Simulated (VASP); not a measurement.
# NbTe4Mo (P-6m2) in VASP: further runs

The runs below take NbTe4Mo through single point, relaxation of cell and atoms, with PBE.

Everything below comes from runs of VASP 6.6.1. Logs are shortened: lines on timing, memory, paths and dates and some standing lists are left out, and cuts for length are marked.

## Step 1: The cell of the first run

It takes space group P-6m2 (No. 187, hexagonal). Conventional cell: a = 3.631 Å, b = 3.631 Å, c = 14.719 Å, α = 90.00°, β = 90.00°, γ = 120.00°. Within 3.7 Å of Nb (site symmetry -6m2) lie 6 Te at 2.80 Å and 6 Nb at 3.63 Å. Within 3.8 Å of Te (site symmetry 3m) lie 3 Nb at 2.80 Å and 7 Te at 3.63 to 3.72 Å. Te (site symmetry 3m) has 3 Mo at 2.75 Å and 7 Te at 3.57 to 3.63 Å within 3.7 Å. Mo (site symmetry -6m2) has 6 Te at 2.75 Å and 6 Mo at 3.63 Å within 3.7 Å.

## Step 2: Single point, PBE

Input file INCAR:

```
PREC     = Accurate       # precision mode
ENCUT    = 520            # plane-wave cutoff, eV
EDIFF    = 1E-6           # SCF threshold, eV
ISMEAR   = 0              # smearing method
SIGMA    = 0.1            # smearing width, eV
LREAL    = F              # projectors in reciprocal space
LASPH    = T              # aspherical terms in the spheres
NELM     = 100            # most SCF steps
ALGO     = Normal         # electronic algorithm
ISIF     = 2              # what is computed and relaxed
LWAVE    = F              # write WAVECAR
LCHARG   = F              # write CHGCAR
GGA      = PE             # functional
NBANDS   = 34             # bands
```

Input file KPOINTS:

```
Automatic mesh
0
Gamma
  6 6 2
```

Input file POSCAR:

```
NbTe4Mo
1.0
    3.6309656547      0.0000000000      0.0000000000
   -1.8154828273      3.1445084972      0.0000000000
    0.0000000000      0.0000000000     14.7190772891
Nb Te Mo
1 4 1
Direct
    0.6666666667      0.3333333333      0.5000000000
    0.3333333333      0.6666666667      0.3734703096
    0.6666666667      0.3333333333      0.8788137700
    0.3333333333      0.6666666667      0.6265296904
    0.6666666667      0.3333333333      0.1211862300
    0.3333333333      0.6666666667      0.0000000000
```

Potentials or basis: VASP PAW PBE potentials, release 64 (Nb_sv, Te, Mo_sv).

Run with:

```bash
$ cat potpaw_PBE.64/Nb_sv/POTCAR potpaw_PBE.64/Te/POTCAR potpaw_PBE.64/Mo_sv/POTCAR > POTCAR
$ mpirun -np 1 vasp_std > vasp.out
```

OUTCAR:

```text
PREC = Accurate
   ENCUT = 520
   EDIFF = 1E-6
   ISMEAR = 0
   LREAL = F
   LASPH = T
   NELM = 100
   ISIF = 2
   GGA = PE

 ion  position               nearest neighbor table
   1  0.667  0.333  0.500-   2 2.80   4 2.80   2 2.80   4 2.80   2 2.80   4 2.80
   2  0.333  0.667  0.373-   1 2.80   1 2.80   1 2.80
   3  0.667  0.333  0.879-   6 2.75   6 2.75   6 2.75   5 3.57
   4  0.333  0.667  0.627-   1 2.80   1 2.80   1 2.80
   5  0.667  0.333  0.121-   6 2.75   6 2.75   6 2.75   3 3.57
   6  0.333  0.667  0.000-   3 2.75   5 2.75   3 2.75   5 2.75   3 2.75   5 2.75

  LATTYP: Found a hexagonal cell.
 ALAT       =     3.6309656547
 C/A-ratio  =     4.0537638438

  Lattice vectors:

 A1 = (   3.6309656547,   0.0000000000,   0.0000000000)
 A2 = (  -1.8154828273,   3.1445084972,   0.0000000000)
 A3 = (   0.0000000000,   0.0000000000,  14.7190772891)

Analysis of symmetry for initial positions (statically):
=====================================================================
 Subroutine PRICEL returns:
 Original cell was already a primitive cell.

 Routine SETGRP: Setting up the symmetry group for a
 hexagonal supercell.

 Subroutine GETGRP returns: Found 12 space group operations
 (whereof 12 operations were pure point group operations)
 out of a pool of 24 trial point group operations.

The static configuration has the point symmetry D_3h.

Analysis of symmetry for dynamics (positions and initial velocities):
=====================================================================
 Subroutine PRICEL returns:
 Original cell was already a primitive cell.

 Routine SETGRP: Setting up the symmetry group for a
 hexagonal supercell.

 Subroutine GETGRP returns: Found 12 space group operations
 (whereof 12 operations were pure point group operations)
 out of a pool of 24 trial point group operations.

The dynamic configuration has the point symmetry D_3h.

 Subroutine INISYM returns: Found 12 space group operations
 (whereof 12 operations are pure point group operations),
 and found     1 'primitive' translations

----------------------------------------------------------------------------------------

                                     Primitive cell

  volume of cell :     168.0566

  direct lattice vectors                    reciprocal lattice vectors
     3.630965655  0.000000000  0.000000000     0.275408829  0.159007362  0.000000000
    -1.815482827  3.144508497  0.000000000     0.000000000  0.318014723  0.000000000
     0.000000000  0.000000000 14.719077289     0.000000000  0.000000000  0.067939041

  length of vectors
     3.630965655  3.630965655 14.719077289     0.318014723  0.318014723  0.067939041

  position of ions in fractional coordinates (direct lattice)
     0.666666667  0.333333333  0.500000000
     0.333333333  0.666666667  0.373470310
     0.666666667  0.333333333  0.878813770
     0.333333333  0.666666667  0.626529690
     0.666666667  0.333333333  0.121186230
     0.333333333  0.666666667  0.000000000

  ion indices of the primitive-cell ions
   primitive index   ion index
                 1           1
                 2           2
                 3           3
                 4           4
                 5           5
                 6           6

----------------------------------------------------------------------------------------

 KPOINTS: Automatic mesh

Automatic generation of k-mesh.
 Grid dimensions read from file:
 generate k-points for:    6    6    2

 Generating k-lattice:

  Cartesian coordinates                     Fractional coordinates (reciprocal lattice)
     0.045901472  0.026501227  0.000000000     0.166666667  0.000000000  0.000000000
     0.000000000  0.053002454  0.000000000     0.000000000  0.166666667  0.000000000
     0.000000000  0.000000000  0.033969521     0.000000000  0.000000000  0.500000000

  Length of vectors
     0.053002454  0.053002454  0.033969521

  Shift w.r.t. Gamma in fractional coordinates (k-lattice)
     0.000000000  0.000000000  0.000000000

 Subroutine IBZKPT returns following result:
 ===========================================

 Found     14 irreducible k-points:

 Following reciprocal coordinates:
            Coordinates               Weight
  0.000000  0.000000  0.000000      1.000000
  0.166667  0.000000  0.000000      6.000000
  0.333333  0.000000  0.000000      6.000000
  0.500000  0.000000  0.000000      3.000000
  0.166667  0.166667  0.000000      6.000000
  0.333333  0.166667  0.000000     12.000000
  0.333333  0.333333  0.000000      2.000000
  0.000000  0.000000  0.500000      1.000000
  0.166667  0.000000  0.500000      6.000000
  0.333333  0.000000  0.500000      6.000000
  0.500000  0.000000  0.500000      3.000000
  0.166667  0.166667  0.500000      6.000000
  0.333333  0.166667  0.500000     12.000000
  0.333333  0.333333  0.500000      2.000000
   k-points           NKPTS =     14   k-points in BZ     NKDIM =     14   number of bands    NBANDS=     34
   number of dos      NEDOS =    301   number of ions     NIONS =      6
   total plane-waves  NPLWV =  87808
   dimension x,y,z NGX =    28 NGY =   28 NGZ =  112
   dimension x,y,z NGXF=    56 NGYF=   56 NGZF=  224
   ions per type =               1   4   1
   NGX,Y,Z   is equivalent  to a cutoff of  12.82, 12.82, 12.65 a.u.
   NGXF,Y,Z  is equivalent  to a cutoff of  25.64, 25.64, 25.30 a.u.
 SYSTEM =  unknown system
   PREC   = accura    normal or accurate (medium, high low for compatibility)
   ISTART =      0    job   : 0-new  1-cont  2-samecut
   ICHARG =      2    charge: 1-file 2-atom 10-const
   ISPIN  =      1    spin polarized calculation?
   LNONCOLLINEAR =      F non collinear calculations
   LSORBIT =      F    spin-orbit coupling
   LASPH  =      T    aspherical Exc in radial PAW
   ENCUT  =  520.0 eV  38.22 Ry    6.18 a.u.   6.75  6.75 27.37*2*pi/ulx,y,z
   NELM   =    100;   NELMIN=  2; NELMDL= -5     # of ELM steps
   EDIFF  = 0.1E-05   stopping-criterion for ELM
   LREAL  =      F    real-space projection
   EDIFFG = 0.1E-04   stopping-criterion for IOM
   NSW    =      0    number of steps for IOM
   IBRION =     -1    ionic relax: 0-MD 1-quasi-New 2-CG
   NFREE  =      0    steps in history (QN), initial steepest desc. (CG)
   ISIF   =      2    stress and relaxation
   ISYM   =      2    0-nonsym 1-usesym 2-fastsym
   POTIM  = 0.5000    time-step for ionic-motion
   TEBEG  =    0.0;   TEEND  =   0.0 temperature during run
   PSTRESS=    0.0 pullay stress
   NELECT =      51.0000    total number of electrons
   NUPDOWN=      -1.0000    fix difference up-down
   EMIN   =  10.00;   EMAX   =-10.00  energy-range for DOS
   EFERMI =   0.00;   METHOD = LEGACY
   ISMEAR =     0;   SIGMA  =   0.10  broadening in eV -4-tet -1-fermi 0-gaus
   EFERMI_NEDOS =   21; number of points for ismear=-14 and -15
   IALGO  =     38    algorithm
   IMIX   =      4    mixing-type and parameters
     AMIX     =   0.40;   BMIX     =  1.00
     AMIX_MAG =   1.60;   BMIX_MAG =  1.00
  volume/ion in A,a.u.               =      28.01       189.02
  Fermi-wavevector in a.u.,A,eV,Ry     =   1.100136  2.078956 16.467122  1.210299
  Thomas-Fermi vector in A             =   2.236542
   LORBIT       =      0    0 simple, 1 ext, 2 COOP (PROOUT), +10 PAW based schemes
   GGA     = PE    functional components
   LHFCALC =     F    Hartree Fock is set to
   AEXX    =    0.0000 exact exchange contribution
   IVDW    =     0    specifies the selected vdW correction
   LEPSILON=     F    determine dielectric tensor
   LRPA    =     F    only Hartree local field effects (RPA)
 non-spin polarized calculation
 Gauss-broadening in eV      SIGMA  =   0.10
  energy-cutoff  :      520.00
  volume of cell :      168.06
 maximum number of plane-waves:      4544
 NGX is ok and might be reduce to    28
   NGX = 13   NGY = 13   NGZ = 55

 number of electron      51.0000000 magnetization

 Free energy of the ion-electron system (eV)
  ---------------------------------------------------
  ext. energy  EPLUGINS =         0.00000000
  ---------------------------------------------------
  free energy    TOTEN  =       -35.81899879 eV

  energy without entropy =      -35.79926802  energy(sigma->0) =      -35.80913341

 E-fermi :   6.8355     XC(G=0):  -9.8222

 val. band max:        6.7193740150   @ k =   0.0000   0.0000   0.5000
 cond. band min:       6.8520929148   @ k =   0.1667   0.0000   0.0000
 fundamental gap:      0.1327188999
 Fermi energy:         6.8354896796

 k-point     1 :       0.0000    0.0000    0.0000
  band No.  band energies     occupation
      1     -54.0996      2.00000
      2     -48.1175      2.00000
      3     -28.2089      2.00000
      4     -28.1568      2.00000
      5     -28.1568      2.00000
      6     -24.1782      2.00000
[... 26 lines left out ...]
     33      10.1153      0.00000
     34      10.1153      0.00000

 k-point     2 :       0.1667    0.0000    0.0000
  band No.  band energies     occupation
      1     -54.0981      2.00000
      2     -48.1148      2.00000
      3     -28.2039      2.00000
      4     -28.1798      2.00000
      5     -28.1622      2.00000
      6     -24.1802      2.00000
[... 26 lines left out ...]
     33       9.7374      0.00000
     34      10.2583      0.00000

 k-point     3 :       0.3333    0.0000    0.0000
  band No.  band energies     occupation
      1     -54.0950      2.00000
      2     -48.1092      2.00000
      3     -28.2253      2.00000
      4     -28.1939      2.00000
      5     -28.1729      2.00000
      6     -24.2550      2.00000
[... 26 lines left out ...]
     33      10.1957      0.00000
     34      10.6855      0.00000

 k-point     4 :       0.5000    0.0000    0.0000
  band No.  band energies     occupation
      1     -54.0934      2.00000
      2     -48.1064      2.00000
      3     -28.2479      2.00000
      4     -28.1889      2.00000
      5     -28.1782      2.00000
      6     -24.2919      2.00000
[... 26 lines left out ...]
     33      10.5215      0.00000
     34      10.7446      0.00000

 k-point     5 :       0.1667    0.1667    0.0000
  band No.  band energies     occupation
      1     -54.0957      2.00000
      2     -48.1106      2.00000
      3     -28.2098      2.00000
      4     -28.1964      2.00000
      5     -28.1745      2.00000
      6     -24.2294      2.00000
[... 251 lines left out ...]
 k-point    12 :       0.1667    0.1667    0.5000
  band No.  band energies     occupation
      1     -54.0957      2.00000
      2     -48.1106      2.00000
      3     -28.2098      2.00000
      4     -28.1964      2.00000
      5     -28.1745      2.00000
      6     -24.2294      2.00000
[... 26 lines left out ...]
     33      10.0521      0.00000
     34      10.6130      0.00000

 k-point    13 :       0.3333    0.1667    0.5000
  band No.  band energies     occupation
      1     -54.0934      2.00000
      2     -48.1064      2.00000
      3     -28.2366      2.00000
      4     -28.1897      2.00000
      5     -28.1889      2.00000
      6     -24.2732      2.00000
[... 26 lines left out ...]
     33      10.1276      0.00000
     34      10.6487      0.00000

 k-point    14 :       0.3333    0.3333    0.5000
  band No.  band energies     occupation
      1     -54.0927      2.00000
      2     -48.1050      2.00000
      3     -28.2267      2.00000
      4     -28.2136      2.00000
      5     -28.1864      2.00000
      6     -24.2560      2.00000
[... 26 lines left out ...]
     33      10.2682      0.00000
     34      10.8880      0.00000

------------------------ aborting loop because EDIFF is reached ----------------------------------------

  FORCE on cell =-STRESS in cart. coord.  units (eV):
  Direction    XX          YY          ZZ          XY          YZ          ZX
  --------------------------------------------------------------------------------------
  -------------------------------------------------------------------------------------
  Total       -0.2761934     -0.2761934     -0.0849018     -0.0000000      0.0000000     -0.0000000
  in kB       -2.6331065     -2.6331065     -0.8094162     -0.0000000      0.0000000     -0.0000000
  external PRESSURE =      -2.0252097 kB  Pullay stress =       0.0000000 kB

 VOLUME and BASIS-vectors are now :
 -----------------------------------------------------------------------------
  energy-cutoff  :      520.00
  volume of cell :      168.06
      direct lattice vectors                 reciprocal lattice vectors
     3.630965655  0.000000000  0.000000000     0.275408829  0.159007362  0.000000000
    -1.815482827  3.144508497  0.000000000     0.000000000  0.318014723  0.000000000
     0.000000000  0.000000000 14.719077289     0.000000000  0.000000000  0.067939041

 POSITION                                       TOTAL-FORCE (eV/Angst)
 -----------------------------------------------------------------------------------
      1.81548      1.04817      7.35954         0.000000     -0.000000      0.000000
     -0.00000      2.09634      5.49714        -0.000000      0.000000      0.005155
      1.81548      1.04817     12.93533        -0.000000      0.000000      0.022392
     -0.00000      2.09634      9.22194        -0.000000      0.000000     -0.005155
      1.81548      1.04817      1.78375        -0.000000      0.000000     -0.022392
     -0.00000      2.09634      0.00000        -0.000000     -0.000000      0.000000
 -----------------------------------------------------------------------------------
    total drift:                               -0.000000      0.000000      0.000000

  FREE ENERGIE OF THE ION-ELECTRON SYSTEM (eV)
  ---------------------------------------------------
  free  energy   TOTEN  =       -35.8189987946 eV

  energy  without entropy=      -35.7992680208  energy(sigma->0) =      -35.80913341
```

Run time: 69 s. Hardware: 1 thread of Intel Xeon 6975P-C (Granite Rapids), shared host; peak memory 0.32 GiB.

Results:

| Property | Result |
| --- | --- |
| Free energy | -35.8190 eV |
| Pressure | -0.2 GPa |
| Largest force | 0.022 eV/Å |
| Band gap on the k mesh | zero (an odd number of electrons rules out a gap without spin polarisation) |

Forces in eV/Å, atoms in the order of the input:
```
Nb   0.000  0.000  0.000
Te   0.000  0.000  0.005
Te   0.000  0.000  0.022
Te   0.000  0.000 -0.005
Te   0.000  0.000 -0.022
Mo   0.000  0.000  0.000
```

Stress tensor (GPa, compression positive):
```
-0.26  0.00  0.00
 0.00 -0.26  0.00
 0.00  0.00 -0.08
```

Caveat: spin-orbit coupling is left out, which moves the levels of the heavy elements; this functional lacks dispersion, which binds the layers, so the pressure and a relaxed spacing across them are unreliable.

## Step 3: Single point, PBE

This run uses another cell than the first one, of 28.74 Å³/atom.

Input file INCAR:

```
SYSTEM = NbTe4Mo
PREC = Accurate
ENCUT = 520
EDIFF = 1E-6
ISMEAR = 0
SIGMA = 0.1
LREAL = .False.
LASPH = .True.
NELM = 80
ALGO = Normal
ISIF = 2
LWAVE = .False.
LCHARG = .True.
GGA = PE
LELF = .True.
LVHAR = .True.
NBANDS = 34
```

Input file KPOINTS:

```
regular mesh
0
Gamma
  6 6 2
  0 0 0
```

Input file POSCAR:

```
NbTe4Mo
1.0
    3.6872734600      0.0000000000      0.0000000000
   -1.8436367300      3.1932724900      0.0000000000
    0.0000000000      0.0000000000     14.6451270400
Nb Te Mo
1 4 1
Direct
    0.6666666700      0.3333333300      0.5000000000
    0.3333333300      0.6666666700      0.3709999900
    0.6666666700      0.3333333300      0.8709999900
    0.3333333300      0.6666666700      0.6290000100
    0.6666666700      0.3333333300      0.1290000100
    0.3333333300      0.6666666700      0.0000000000
```

Potentials or basis: VASP PAW PBE potentials, release 64 (Nb_sv, Te, Mo_sv).

Run with:

```bash
$ cat potpaw_PBE.64/Nb_sv/POTCAR potpaw_PBE.64/Te/POTCAR potpaw_PBE.64/Mo_sv/POTCAR > POTCAR
$ mpirun -np 1 vasp_std > vasp.out
```

It took 76 s on 1 thread of Intel Xeon 6975P-C (Granite Rapids), shared host; peak memory 0.31 GiB.

It converged, with:

- Free energy: -35.5686 eV
- Pressure: -5.0 GPa
- Largest force: 1.385 eV/Å
- Band gap on the k mesh: zero (an odd number of electrons rules out a gap without spin polarisation)

Forces on the atoms (eV/Å):
```
Nb   0.000  0.000  0.000
Te   0.000  0.000  0.540
Te   0.000  0.000  1.385
Te   0.000  0.000 -0.540
Te   0.000  0.000 -1.385
Mo   0.000  0.000  0.000
```

Stress tensor (GPa, compression positive):
```
-4.24  0.00  0.00
 0.00 -4.24  0.00
 0.00  0.00 -6.47
```

Levels at points of the mesh, in eV from the Fermi level:
```
           k point  band 22  band 23  band 24  band 25  band 26  band 27  band 28  band 29
(0.00, 0.00, 0.00)    -0.57    -0.41    -0.41    -0.36     0.36     2.43     2.43     2.58
(0.50, 0.00, 0.00)    -1.46    -0.74    -0.57    -0.41    -0.28     1.08     1.36     1.97
(0.00, 0.00, 0.50)    -0.90    -0.41    -0.41    -0.10     0.41     2.43     2.43     2.58
(0.50, 0.00, 0.50)    -1.49    -0.73    -0.51    -0.40    -0.33     1.08     1.38     1.97
```

Caveat: the cell stands under tension; spin-orbit coupling is left out, which moves the levels of the heavy elements; this functional lacks dispersion, which binds the layers, so the pressure and a relaxed spacing across them are unreliable; forces of over 1 eV/Å act on the atoms, so gaps and moduli don't describe the material at rest.

[end of part 1 of 2]
